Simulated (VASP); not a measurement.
Here is a VASP 6.6.1 calculation.

The input INCAR:

```
SYSTEM = Te2Mo
PREC     = Accurate       ! precision mode
ENCUT    = 520            ! plane-wave cutoff, eV
EDIFF    = 1E-7           ! SCF threshold, eV
ISMEAR   = 0              ! smearing method
SIGMA    = 0.05           ! smearing width, eV
LREAL    = .FALSE.        ! projectors in reciprocal space
LASPH    = .TRUE.         ! aspherical terms in the spheres
NELM     = 80             ! most SCF steps
ALGO     = Normal         ! electronic algorithm
ISIF     = 2              ! what is computed and relaxed
LWAVE    = .FALSE.        ! write WAVECAR
LCHARG   = .FALSE.        ! write CHGCAR
GGA      = PE             ! functional
NBANDS   = 20             ! bands
```

KPOINTS

```
Automatic mesh
0
G
  12 12 2
  0 0 0
```

Contents of POSCAR:

```
Te2Mo
1.0
    3.2221158893      0.0000000000      0.0000000000
   -1.6110579447      2.7904342141      0.0000000000
    0.0000000000      0.0000000000     17.9127088635
Te Mo
2 1
Direct
    0.3333333333      0.6666666667      0.8967969900
    0.3333333333      0.6666666667      0.1032030100
    0.0000000000      0.0000000000      0.0000000000
```

Potentials or basis: VASP PAW PBE potentials, release 64 (Te, Mo_sv).

Command:

```console
$ cat potpaw_PBE.64/Te/POTCAR potpaw_PBE.64/Mo_sv/POTCAR > POTCAR
$ mpirun -np 1 vasp_std > vasp.out
```

Task: Estimate the largest force.

Result: 1.526 eV/Å.

Task: Predict the band gap on the k mesh.

Result: 0.59 eV (least direct gap 1.29 eV).

Forces in eV/Å, atoms in the order of the input:
```
Te   0.000  0.000 -1.526
Te   0.000  0.000  1.526
Mo   0.000  0.000  0.000
```

Caveat: there is no dipole correction, which matters where the two faces differ; spin-orbit coupling is left out, which moves the levels of the heavy elements.
